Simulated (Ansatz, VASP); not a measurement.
## Mn in VASP and in Ansatz

```
Mn
1.0
    -1.57449    1.57449    1.57449
     1.57449   -1.57449    1.57449
     1.57449    1.57449   -1.57449
Mn
1
Direct
  0.00000 0.00000 0.00000
```

Alike in both runs: functional r2SCAN; k mesh 8 × 8 × 8; occupations gaussian, width 0.1 eV; collinear spin.

Ansatz relaxed the structure, and its values are those at the end. VASP's run is a single point on that final structure, the one shown.

|  | VASP | Ansatz |
| --- | --- | --- |
| version | VASP 6.6.1 | Ansatz 0.2.0 |
| potentials or method | VASP PAW PBE potentials, release 64 (Mn_pv), cutoff 520 eV | scalar-relativistic, plane waves, PAW |
| valence electrons in the cell | 13 | 15 |

VASP gave:

| Property | Result |
| --- | --- |
| gap on the k mesh at the Fermi level (eV) | none |
| pressure (GPa) | -0.1 |
| net moment per atom (μB) | 3.81 |
| size of the moment on the site where the two differ most (μB) | 3.80 |

**Question.** Estimate Ansatz's values.

**Answer.** gap on the k mesh at the Fermi level (eV): none; pressure (GPa): -0.1; net moment per atom (μB): 3.81; size of the moment on the site where the two differ most (μB): 3.82.

VASP's potentials were made for PBE, not for r2SCAN. Site moments also hang on the region over which each program counts them. A gap of «none» marks a metal or a gap that the smearing closes. VASP's potentials hold 13 valence electrons a cell and Ansatz's 15, so a difference there can come from the potentials and not from the codes. Ansatz's warnings: given moment on shells.
